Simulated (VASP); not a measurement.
Yb:

```
Yb
1.0
     3.87990    0.00000    0.00000
    -1.93995    3.36009    0.00000
     0.00000    0.00000    6.38590
Yb
2
Direct
  0.33333 0.66667 0.25000
  0.66667 0.33333 0.75000
```

Base run:

* Program: VASP 6.6.1
* Functional: RPBE
* Potentials or basis: VASP PAW PBE potentials, release 64 (Yb)
* Cutoff: 600 eV
* k mesh: 7 × 7 × 4
* Occupations: fermi-dirac, width 0.1 eV
* Spin: no spin polarisation

Its results: band gap on the k mesh zero (band 24 reaches 1.29 eV, above the bottom of band 25 at 1.20 eV); pressure 0.1 GPa.

The run is repeated on the same cell with these changes: functional from RPBE to BLYP. What comes out?

Band gap on the k mesh zero (band 24 reaches 1.67 eV, above the bottom of band 25 at 1.61 eV); pressure -1.3 GPa.

Caveats: the PAW data sets were made with another functional, which shifts forces and pressure a little; spin-orbit coupling is left out, which moves the levels of the heavy elements.
